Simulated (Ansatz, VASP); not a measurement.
# Mg in VASP and in Ansatz

Contents of INCAR:

```
  PREC = Accurate
  ENCUT = 520
  EDIFF = 1E-7
  ISMEAR = 0
  SIGMA = 0.15
  LREAL = F
  LASPH = T
  NELM = 100
  ALGO = Normal
  ISIF = 2
  LWAVE = F
  LCHARG = T
  GGA = PE
  LELF = T
  LVHAR = T
  NBANDS = 7
```

Contents of KPOINTS:

```
regular mesh
0
Gamma
  20 20 20
```

File POSCAR:

```
Mg
1.0
   -1.7120197853      1.7120197853      1.9075324448
    1.7120197853     -1.7120197853      1.9075324448
    1.7120197853      1.7120197853     -1.9075324448
Mg
1
Direct
    0.0000000000      0.0000000000      0.0000000000
```

Input for Ansatz:

```yaml
crystal:
  lattice:
    - [-1.7120197853, 1.7120197853, 1.9075324448]
    - [1.7120197853, -1.7120197853, 1.9075324448]
    - [1.7120197853, 1.7120197853, -1.9075324448]
  atoms:
    - { symbol: Mg, position: [0.0, 0.0, 0.0] }
basis:
  ecutwfc: 520.0
kpoints:
  mp_grid: { grid: [20, 20, 20] }
hamiltonian:
  xc: pbe
  pseudopotentials: { kind: paw }
scf:
  occupations: { method: gaussian, width: 0.15 }
output:
  forces: true
  stress: true
  eigenvalues: true
```

Alike in both runs: task single point; functional PBE; k mesh 20 × 20 × 20; occupations gaussian, width 0.15 eV; no spin polarisation.

|  | VASP | Ansatz |
| --- | --- | --- |
| version | VASP 6.6.1 | Ansatz 0.2.0 |
| potentials or method | VASP PAW PBE potentials, release 64 (Mg), cutoff 520 eV | scalar-relativistic, plane waves, PAW |
| valence electrons in the cell | 2 | 10 |

Ansatz gave:

| Item | Value |
| --- | --- |
| gap on the k mesh at the Fermi level (eV) | none |
| pressure (GPa) | 1.0 |
| traceless stress, the component that is largest in VASP (GPa) | 0.43 |

Problem. What did VASP give for the same quantities?

Solution. gap on the k mesh at the Fermi level (eV): none; pressure (GPa): 0.9; traceless stress, the component that is largest in VASP (GPa): 0.43.

A gap of «none» marks a metal or a gap that the smearing closes. VASP's potentials hold 2 valence electrons a cell and Ansatz's 10, so a difference there can come from the potentials and not from the codes.
